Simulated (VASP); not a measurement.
## CaSb4: relaxation of cell and atoms with PBE

The system is CaSb4.

```
Ca Sb
1.0
     5.11099    0.00000    0.00000
    -2.55550    4.42625    0.00000
     0.00000    0.00000    6.15786
Ca Sb
1 4
Cartesian
  0.0000 0.0000 3.0789
  0.0000 2.9508 3.0789
  2.5555 1.4754 3.0789
  0.0000 2.9508 0.0000
  2.5555 1.4754 0.0000
```

The cell was generated, and may not be a known phase.

```json
{
  "Program": "VASP 6.6.1",
  "Task": "relaxation of cell and atoms",
  "Functional": "PBE",
  "Potentials or basis": "VASP PAW PBE potentials, release 64 (Ca_sv, Sb)",
  "Cutoff": "600 eV",
  "k mesh": "6 × 6 × 4",
  "Occupations": "gaussian, width 0.1 eV",
  "Spin": "no spin polarisation",
  "Dipole correction": "no",
  "Further INCAR settings": "ALGO = Normal; EDIFF = 1e-06; IBRION = 2; EDIFFG = -0.04; NSW = 90; ISIF = 3"
}
```

| Item | Value |
| --- | --- |
| Relaxed volume | 33.50 Å³/atom |
| Relaxed cell | a = 5.592 Å, b = 5.592 Å, c = 6.186 Å, α = 90.00°, β = 90.00°, γ = 120.00° |
| Space group after relaxing (to 0.1 Å) | P6/mmm (No. 191) |
| Energy gained by relaxing | 272.5 meV/atom |
| Ionic steps | 5 |
| Pressure after relaxing | 0.2 GPa |
| Band gap on the k mesh | zero (bands 15 and 16 overlap by 1.64 eV) |

Step by step:
| step | energy change (eV) | largest force (eV/Å) | pressure (GPa) | volume (Å³) |
| --- | --- | --- | --- | --- |
| 1 | 0.0000 | 0.0000 | 13.02 | 139.31 |
| 2 | -1.0257 | 0.0000 | -3.75 | 189.19 |
| 3 | -1.3599 | 0.0000 | -0.24 | 169.17 |
| 4 | -1.3596 | 0.0000 | -0.08 | 168.55 |
| 5 | -1.3624 | 0.0000 | 0.15 | 167.52 |

Final structure:
```xyz
5
Lattice="5.5918 0.0000 0.0000 -2.7959 4.8426 0.0000 0.0000 0.0000 6.1862" Properties=species:S:1:pos:R:3 pbc="T T T"
Ca    0.0000    0.0000    3.0931
Sb    0.0000    3.2284    3.0931
Sb    2.7959    1.6142    3.0931
Sb    0.0000    3.2284    0.0000
Sb    2.7959    1.6142    0.0000
```

Levels at points of the mesh, in eV from the Fermi level:
```
           k point  band 11  band 12  band 13  band 14  band 15  band 16  band 17  band 18  band 19
(0.00, 0.00, 0.00)    -3.74    -2.25    -1.57    -1.57    -0.68    -0.68     1.72     1.81     1.81
(0.50, 0.00, 0.00)    -3.39    -3.26    -1.89    -0.79     0.43     0.53     1.85     2.53     2.85
(0.00, 0.00, 0.50)    -2.49    -2.49    -1.26    -1.23    -0.02    -0.02     0.24     0.24     1.72
(0.50, 0.00, 0.50)    -2.66    -2.00    -0.68    -0.44     0.33     0.40     0.64     1.31     1.48
```

It took 3.9 min on 1 thread of Intel(R) Xeon(R) Platinum 8488C (Sapphire Rapids) (shared host), peak memory 0.34 GiB.

Caveat: the volume moved by over 15 % at a fixed basis, so the end points are rough; spin-orbit coupling is left out, which moves the levels of the heavy elements.
